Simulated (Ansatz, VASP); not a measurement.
**SbPt in VASP and in Ansatz**

INCAR

```
SYSTEM = SbPt
PREC     = Accurate       ! precision mode
ENCUT    = 520            ! plane-wave cutoff, eV
EDIFF    = 1E-6           ! SCF threshold, eV
ISMEAR   = -1             ! smearing method
SIGMA    = 0.08           ! smearing width, eV
LREAL    = .FALSE.        ! projectors in reciprocal space
LASPH    = .TRUE.         ! aspherical terms in the spheres
NELM     = 100            ! most SCF steps
ALGO     = Normal         ! electronic algorithm
ISIF     = 2              ! what is computed and relaxed
LWAVE    = .FALSE.        ! write WAVECAR
LCHARG   = .FALSE.        ! write CHGCAR
NBANDS   = 23             ! bands
```

File KPOINTS:

```
Automatic mesh
0
G
  11 11 8
  0 0 0
```

File POSCAR:

```
SbPt
1.0
    4.1299978706      0.0000000000      0.0000000000
   -2.0649989353      3.5766830735      0.0000000000
    0.0000000000      0.0000000000      5.4172800000
Sb Pt
2 2
Direct
    0.3333333333      0.6666666667      0.2500000000
    0.6666666667      0.3333333333      0.7500000000
    0.0000000000      0.0000000000      0.0000000000
    0.0000000000      0.0000000000      0.5000000000
```

Input for Ansatz:

```yaml
crystal:
  lattice:
    - [4.1299978706, 0.0, 0.0]
    - [-2.0649989353, 3.5766830735, 0.0]
    - [0.0, 0.0, 5.41728]
  atoms:
    - { symbol: Sb, position: [0.3333333333, 0.6666666667, 0.25] }
    - { symbol: Sb, position: [0.6666666667, 0.3333333333, 0.75] }
    - { symbol: Pt, position: [0.0, 0.0, 0.0] }
    - { symbol: Pt, position: [0.0, 0.0, 0.5] }
kpoints:
  mp_grid: { grid: [11, 11, 8] }
  band_path:
    path:
      - [0.0, 0.0, 0.0]
      - [0.5, 0.0, 0.0]
      - [0.3333333333, 0.3333333333, 0.0]
      - [0.0, 0.0, 0.0]
      - [0.0, 0.0, 0.5]
      - [0.5, 0.0, 0.5]
      - [0.3333333333, 0.3333333333, 0.5]
      - [0.0, 0.0, 0.5]
      - [0.5, 0.0, 0.5]
    npoints: 5
scf:
  occupations: { method: fermi_dirac, width: 0.08 }
hamiltonian:
  xc: lda
  pseudopotentials: { kind: all_electron, lapw: { basis_error: 0.0005 } }
output:
  forces: true
  stress: true
  eigenvalues: true
```

Change from the starting cell: zz strain of -1 %.

Alike in both runs: task single point; functional LDA; k mesh 11 × 11 × 8; occupations fermi-dirac, width 0.08 eV; no spin polarisation.

|  | VASP | Ansatz |
| --- | --- | --- |
| version | VASP 6.6.1 | Ansatz 0.2.0 |
| potentials or method | VASP PAW LDA potentials, release 64 (Sb, Pt), cutoff 520 eV | all-electron LAPW, scalar-relativistic |

Ansatz gave:

```
pressure (GPa)                                                : 1.6
traceless stress, the component that is largest in VASP (GPa) : 0.16
```

Problem. Which values does VASP return?

Solution. Pressure (GPa): 1.9; traceless stress, the component that is largest in VASP (GPa): 0.28.

LDA's correlation is that of Perdew and Zunger in VASP and of Perdew and Wang (1992) in Ansatz. Ansatz ran all-electron here, and VASP with PAW potentials.

Neither program's run includes spin-orbit coupling.
